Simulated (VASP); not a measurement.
# Al2BN3 (P3m1) in VASP: further runs, part 2 of 2

VASP 6.6.1. The steps go on from the part before.

## Step 4: Relaxation of cell and atoms, PBE

This run uses another cell than the first one, of 9.16 Å³/atom.

The input, INCAR:

```
SYSTEM = Al2BN3
PREC = Accurate
ENCUT = 600
EDIFF = 1E-6
ISMEAR = 0
SIGMA = 0.1
LREAL = .False.
LASPH = .True.
NELM = 60
ALGO = Normal
ISIF = 3
LWAVE = .False.
LCHARG = .False.
GGA = PE
IBRION = 2
NSW = 90
EDIFFG = -0.04
```

The input, KPOINTS:

```
Automatic mesh
0
Gamma
  6 6 2
  0 0 0
```

The input, POSCAR:

```
Al2BN3
1.0
    2.9677189417      0.0000000000      0.0000000000
   -1.4838594709      2.5701199948      0.0000000000
    0.0000000000      0.0000000000     14.4053098506
Al B N
4 2 6
Direct
    0.6666666667      0.3333333333      0.6649361141
    0.3333333333      0.6666666667      0.1648081405
    0.3333333333      0.6666666667      0.4858969892
    0.3333333333      0.6666666667      0.8438202065
    0.6666666667      0.3333333333      0.0129905625
    0.6666666667      0.3333333333      0.3340022440
    0.6666666667      0.3333333333      0.1184862840
    0.6666666667      0.3333333333      0.4395069256
    0.6666666667      0.3333333333      0.7956021959
    0.3333333333      0.6666666667      0.2971651424
    0.3333333333      0.6666666667      0.6165579175
    0.3333333333      0.6666666667      0.9762272777
```

Started as:

```bash
$ cat potpaw_PBE.64/Al/POTCAR potpaw_PBE.64/B/POTCAR potpaw_PBE.64/N/POTCAR > POTCAR
$ mpirun -np 1 vasp_std > vasp.out
```

Wall time 63 s (1 thread of Intel Xeon Platinum 8375C at 2.90GHz (Ice Lake), shared host); peak memory 0.26 GiB.

Results (log left out):

* Free energy: -90.8462 eV
* Pressure after relaxing: -0.4 GPa
* Largest force after relaxing: 0.032 eV/Å
* Band gap on the k mesh: 4.32 eV

Forces in eV/Å, atoms in the order of the input:
```
Al   0.000  0.000 -0.004
Al   0.000  0.000  0.007
Al   0.000  0.000  0.005
Al   0.000  0.000 -0.007
B    0.000  0.000 -0.028
B    0.000  0.000 -0.028
N    0.000  0.000  0.032
N    0.000  0.000  0.027
N    0.000  0.000  0.006
N    0.000  0.000 -0.006
N    0.000  0.000  0.006
N    0.000  0.000 -0.009
```

Final structure:
```xyz
12
Lattice="2.9677 0.0000 0.0000 -1.4839 2.5701 0.0000 0.0000 0.0000 14.4053" Properties=species:S:1:pos:R:3 pbc="T T T"
Al    1.4839    0.8567    9.5786
Al    0.0000    1.7134    2.3741
Al    0.0000    1.7134    6.9995
Al    0.0000    1.7134   12.1555
B     1.4839    0.8567    0.1871
B     1.4839    0.8567    4.8114
N     1.4839    0.8567    1.7068
N     1.4839    0.8567    6.3312
N     1.4839    0.8567   11.4609
N     0.0000    1.7134    4.2808
N     0.0000    1.7134    8.8817
N     0.0000    1.7134   14.0629
```

Levels at points of the mesh, in eV from the valence-band top:
| k point | band 22 | band 23 | band 24 | band 25 | band 26 | band 27 |
| --- | --- | --- | --- | --- | --- | --- |
| (0.00, 0.00, 0.00) | -0.21 | 0.00 | 0.00 | 4.32 | 4.80 | 5.35 |
| (0.50, 0.00, 0.00) | -1.30 | -1.16 | -0.80 | 4.35 | 4.73 | 5.21 |
| (0.00, 0.00, 0.50) | -0.20 | 0.00 | 0.00 | 4.52 | 4.61 | 5.39 |
| (0.50, 0.00, 0.50) | -1.37 | -1.02 | -0.85 | 4.50 | 4.76 | 5.13 |

Caveat: the relaxation stopped at its first step, so nothing moved.

## Step 5: Relaxation of cell and atoms, PBE

This run uses another cell than the first one, of 9.16 Å³/atom.

The input, INCAR:

```
SYSTEM = Al2BN3
ALGO = Normal ; EDIFF = 1E-7
EDIFFG = -0.01 ; ENCUT = 600
GGA = PE ; IBRION = 2
ISIF = 3 ; ISMEAR = 0
LASPH = .True. ; LCHARG = .False.
LREAL = .False. ; LWAVE = .False.
NELM = 80 ; NSW = 100
PREC = Accurate ; SIGMA = 0.02
```

The input, KPOINTS:

```
k-points
0
Gamma
  12 12 2
  0 0 0
```

Edit POSCAR of step 4 so:

```diff
@@ -3,3 +3,3 @@
     2.9677189417      0.0000000000      0.0000000000
-   -1.4838594709      2.5701199948      0.0000000000
+   -1.4838594708      2.5701199948      0.0000000000
     0.0000000000      0.0000000000     14.4053098506
```

Started as:

```bash
$ cat potpaw_PBE.64/Al/POTCAR potpaw_PBE.64/B/POTCAR potpaw_PBE.64/N/POTCAR > POTCAR
$ mpirun -np 1 vasp_std > vasp.out
```

Run time: 6.8 min. Hardware: 1 thread of Intel Xeon Platinum 8375C at 2.90GHz (Ice Lake), shared host; peak memory 0.33 GiB.

Results (log left out):

| Item | Value |
| --- | --- |
| Free energy | -90.8543 eV |
| Relaxed volume | 9.14 Å³/atom |
| Relaxed cell | a = 2.966 Å, b = 2.966 Å, c = 14.398 Å, α = 90.00°, β = 90.00°, γ = 120.00° |
| Space group after relaxing (to 0.1 Å) | P3m1 (No. 156) |
| Energy gained by relaxing | 0.0 meV/atom |
| Ionic steps | 5 |
| Pressure after relaxing | 0.0 GPa |
| Largest force after relaxing | 0.007 eV/Å |
| Band gap on the k mesh | 4.34 eV |

Forces on the atoms (eV/Å):
```
Al   0.000  0.000  0.003
Al   0.000  0.000 -0.003
Al   0.000  0.000 -0.003
Al   0.000  0.000  0.001
B    0.000  0.000  0.002
B    0.000  0.000  0.005
N    0.000  0.000 -0.001
N    0.000  0.000  0.002
N    0.000  0.000 -0.003
N    0.000  0.000 -0.001
N    0.000  0.000  0.006
N    0.000  0.000 -0.007
```

Step by step:
```csv
step,energy change (eV),largest force (eV/Å),pressure (GPa),volume (Å³)
1,0.0000,0.0285,-0.37,109.87
2,-0.0001,0.0258,0.29,109.54
3,-0.0003,0.0117,0.01,109.68
4,-0.0003,0.0116,0.01,109.69
5,-0.0003,0.0071,-0.01,109.69
```

Final structure:
```
Al B N
1.0
     2.96597    0.00000    0.00000
    -1.48299    2.56861    0.00000
     0.00000    0.00000   14.39772
Al B N
4 2 6
Cartesian
  1.4830 0.8562 9.5736
  0.0000 1.7124 2.3735
  0.0000 1.7124 6.9965
  0.0000 1.7124 12.1487
  1.4830 0.8562 0.1861
  1.4830 0.8562 4.8079
  1.4830 0.8562 1.7066
  1.4830 0.8562 6.3284
  1.4830 0.8562 11.4549
  0.0000 1.7124 4.2784
  0.0000 1.7124 8.8773
  0.0000 1.7124 14.0550
```

Levels at points of the mesh, in eV from the valence-band top:
```csv
k point,band 20,band 21,band 22,band 23,band 24,band 25,band 26,band 27,band 28,band 29
"(0.00, 0.00, 0.00)",-0.40,-0.21,-0.21,0.00,0.00,4.34,4.82,5.36,6.79,6.91
"(0.50, 0.00, 0.00)",-1.73,-1.34,-1.31,-1.15,-0.80,4.36,4.73,5.21,5.45,5.86
"(0.00, 0.00, 0.50)",-0.41,-0.20,-0.20,0.00,0.00,4.54,4.62,5.41,6.53,7.20
"(0.50, 0.00, 0.50)",-1.86,-1.45,-1.37,-1.01,-0.85,4.50,4.77,5.14,5.44,5.75
```

## Step 6: Summary

| task | cell | k mesh | cutoff (eV) | smearing | gap on the mesh (eV) | pressure (GPa) | relaxed volume (Å³/atom) | largest force (eV/Å) |
| --- | --- | --- | --- | --- | --- | --- | --- | --- |
| relaxation of cell and atoms | relaxed from a = 3.190, b = 3.190, c = 15.845 Å, angles 90.0, 90.0, 120.0°, 12 atoms, atomic positions A | 6 × 6 × 1 | 600 | gaussian 0.1 eV | 4.34 | 0.0 | 9.14 | 0.04 |
| single point | a = 2.967, b = 2.967, c = 14.406 Å, angles 90.0, 90.0, 120.0°, 12 atoms, atomic positions B | 12 × 12 × 2 | 520 | gaussian 0.02 eV | 4.32 | -0.2 | - | 0.03 |
| relaxation of cell and atoms | relaxed from a = 2.968, b = 2.968, c = 14.405 Å, angles 90.0, 90.0, 120.0°, 12 atoms, atomic positions B | 6 × 6 × 2 | 600 | gaussian 0.1 eV | 4.32 | -0.4 | - | 0.03 |
| relaxation of cell and atoms | relaxed from a = 2.968, b = 2.968, c = 14.405 Å, angles 90.0, 90.0, 120.0°, 12 atoms, atomic positions B | 12 × 12 × 2 | 600 | gaussian 0.02 eV | 4.34 | 0.0 | 9.14 | 0.01 |

Alike in all rows: level PBE; potentials or basis VASP PAW PBE potentials, release 64 (Al, B, N); no spin polarisation.

Caveats: the volume moved by over 15 % at a fixed basis, so the end points are rough (at least some runs); an odd mesh through Γ misses points on the zone boundary, where band edges can lie (at least some runs); the relaxation stopped at its first step, so nothing moved (at least some runs).

Absolute energies hang on the potentials; compare differences alone.
